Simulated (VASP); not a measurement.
Here is a VASP 6.6.1 calculation.

Contents of INCAR:

```
PREC = Accurate
ENCUT = 520
EDIFF = 1E-6
ISMEAR = 0
SIGMA = 0.1
LREAL = False
LASPH = True
NELM = 60
ALGO = Normal
ISIF = 2
LWAVE = False
LCHARG = False
LDIPOL = True
IDIPOL = 3
DIPOL = 0.5 0.5 0.277
GGA = PE
NBANDS = 20
```

Contents of KPOINTS:

```
Automatic mesh
0
Gamma
  16 16 1
```

File POSCAR:

```
AlAu2
1.0
    2.9456364901      0.0000000000      0.0000000000
    0.0000000000      2.9456364901      0.0000000000
    0.0000000000      0.0000000000     30.7279602059
Al Au
1 2
Direct
    0.5000000000      0.5000000000      0.2766210299
    0.0000000000      0.0000000000      0.3313757472
    0.0000000000      0.0000000000      0.2218663127
```

Potentials or basis: VASP PAW PBE potentials, release 64 (Al, Au).

Launch:

```console
$ cat potpaw_PBE.64/Al/POTCAR potpaw_PBE.64/Au/POTCAR > POTCAR
$ mpirun -np 1 vasp_std > vasp.out
```

**Question.** Estimate the band gap on the k mesh.

**Answer.** Zero (an odd number of electrons rules out a gap without spin polarisation).

**Question.** Estimate the largest force.

**Answer.** 0.006 eV/Å.

Forces in eV/Å, atoms in the order of the input:
```
Al   0.000  0.000  0.000
Au   0.000  0.000 -0.006
Au   0.000  0.000  0.006
```

Caveat: spin-orbit coupling is left out, which moves the levels of the heavy elements.
